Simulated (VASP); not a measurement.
Write the native input for VASP 6.6.1 that does the following.

```
Task                   : single point
Functional             : PBE
Potentials or basis    : VASP PAW PBE potentials, release 64 (Sr_sv, Zn, Tl_d)
Cutoff                 : 520 eV
k mesh                 : 4 × 4 × 4
Occupations            : gaussian, width 0.1 eV
Spin                   : no spin polarisation
Dipole correction      : no
Further INCAR settings : ALGO = Fast; EDIFF = 1e-07; NBANDS = 38
```

The structure of SrTl2Zn2 lies in POSCAR:

```
SrTl2Zn2
1.0
    2.7405883500     -3.6142164300      0.0000000000
    2.7405883500      3.6142164300      0.0000000000
    0.0000000000      0.0000000000      6.9412592800
Sr Zn Tl
1 2 2
Direct
    0.0000000000      0.0000000000      0.0000000000
    0.2148322900      0.2148322900      0.5000000000
    0.7851677100      0.7851677100      0.5000000000
    0.2843968800      0.7156031200      0.5000000000
    0.7156031200      0.2843968800      0.5000000000
```

The cell was built from a structure type or drawn by symmetry, and may not be a known phase.

The input as run:

INCAR

```
SYSTEM = SrTl2Zn2
ALGO     = Fast           ! electronic algorithm
EDIFF    = 1E-7           ! SCF threshold, eV
ENCUT    = 520            ! plane-wave cutoff, eV
GGA      = PE             ! functional
ISIF     = 2              ! what is computed and relaxed
ISMEAR   = 0              ! smearing method
LASPH    = .True.         ! aspherical terms in the spheres
LCHARG   = .False.        ! write CHGCAR
LREAL    = .False.        ! projectors in reciprocal space
LWAVE    = .False.        ! write WAVECAR
NBANDS   = 38             ! bands
NELM     = 100            ! most SCF steps
PREC     = Accurate       ! precision mode
SIGMA    = 0.1            ! smearing width, eV
```

KPOINTS

```
k-points
0
Gamma
  4 4 4
  0 0 0
```

Potentials or basis: VASP PAW PBE potentials, release 64 (Sr_sv, Zn, Tl_d).

Command:

```sh
$ cat potpaw_PBE.64/Sr_sv/POTCAR potpaw_PBE.64/Zn/POTCAR potpaw_PBE.64/Tl_d/POTCAR > POTCAR
$ mpirun -np 1 vasp_std > vasp.out
```

It gave:

* Pressure: 36.5 GPa
* Largest force: 3.930 eV/Å
* Band gap on the k mesh: zero (bands 30 and 31 overlap by 0.48 eV)

Caveat: the cell stands under pressure; spin-orbit coupling is left out, which moves the levels of the heavy elements; forces of over 1 eV/Å act on the atoms, so gaps and moduli don't describe the material at rest.

Run time: 4 min on 1 thread of Oxide Virtual Turin-like Processor (shared host), peak memory 0.28 GiB.
